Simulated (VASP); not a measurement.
Write the native input for VASP 6.6.1 that does the following.

| Item | Value |
| --- | --- |
| Task | single point |
| Functional | LDA |
| Potentials or basis | VASP PAW LDA potentials, release 64 (Cd) |
| Cutoff | 520 eV |
| k mesh | 17 × 17 × 17 |
| Occupations | fermi-dirac, width 0.08 eV |
| Spin | no spin polarisation |
| Dipole correction | no |
| Further INCAR settings | ALGO = Normal; EDIFF = 1e-06; NBANDS = 12 |

The structure of Cd lies in POSCAR:

```
Cd
1.0
   -1.5753244774      1.5753244774      1.5753244774
    1.5753244774     -1.5753244774      1.5753244774
    1.5753244774      1.5753244774     -1.5753244774
Cd
1
Direct
    0.0000000000      0.0000000000      0.0000000000
```

This isn't the form of Cd at room conditions, which is hcp.

These files were run (other wordings do the same):

INCAR

```
ALGO = Normal
EDIFF = 1E-6
ENCUT = 520
GGA = CA
ISIF = 2
ISMEAR = -1
LASPH = T
LCHARG = F
LREAL = F
LWAVE = F
NBANDS = 12
NELM = 80
PREC = Accurate
SIGMA = 0.08
```

KPOINTS

```
k-points
0
Gamma
  17 17 17
```

Potentials or basis: VASP PAW LDA potentials, release 64 (Cd).

Launch:

```bash
$ cat potpaw_LDA.64/Cd/POTCAR > POTCAR
$ mpirun -np 1 vasp_std > vasp.out
```

Results of the run:

* Pressure: 37.2 GPa
* Band gap on the k mesh: zero (bands 6 and 7 overlap by 3.42 eV)

Caveat: the cell stands under pressure.

Wall time 10 s on 1 thread of AMD EPYC 9R45 96-Core Processor (Zen 5), with other jobs on the host, peak memory 0.11 GiB.
